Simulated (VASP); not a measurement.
Here is a VASP 6.6.1 calculation.

The input INCAR:

```
  PREC = Accurate
  ENCUT = 520
  EDIFF = 1E-7
  ISMEAR = 0
  SIGMA = 0.15
  LREAL = False
  LASPH = True
  NELM = 100
  ALGO = Fast
  ISIF = 2
  LWAVE = False
  LCHARG = False
  GGA = PS
  NBANDS = 10
```

Contents of KPOINTS:

```
Automatic mesh
0
Gamma
  16 16 16
```

The input POSCAR:

```
Na
1.0
   -1.8325000000      1.8325000000      2.4815000000
    1.8325000000     -1.8325000000      2.4815000000
    1.8325000000      1.8325000000     -2.4815000000
Na
1
Direct
    0.0000000000      0.0000000000      0.0000000000
```

Potentials or basis: VASP PAW PBE potentials, release 64 (Na_pv).

Run with:

```bash
$ cat potpaw_PBE.64/Na_pv/POTCAR > POTCAR
$ mpirun -np 1 vasp_std > vasp.out
```

Problem. What does it give for the pressure?

Solution. 0.8 GPa.

Problem. Predict the band gap on the k mesh.

Solution. Zero (an odd number of electrons rules out a gap without spin polarisation).

Caveat: the PAW data sets were made with another functional, which shifts forces and pressure a little.
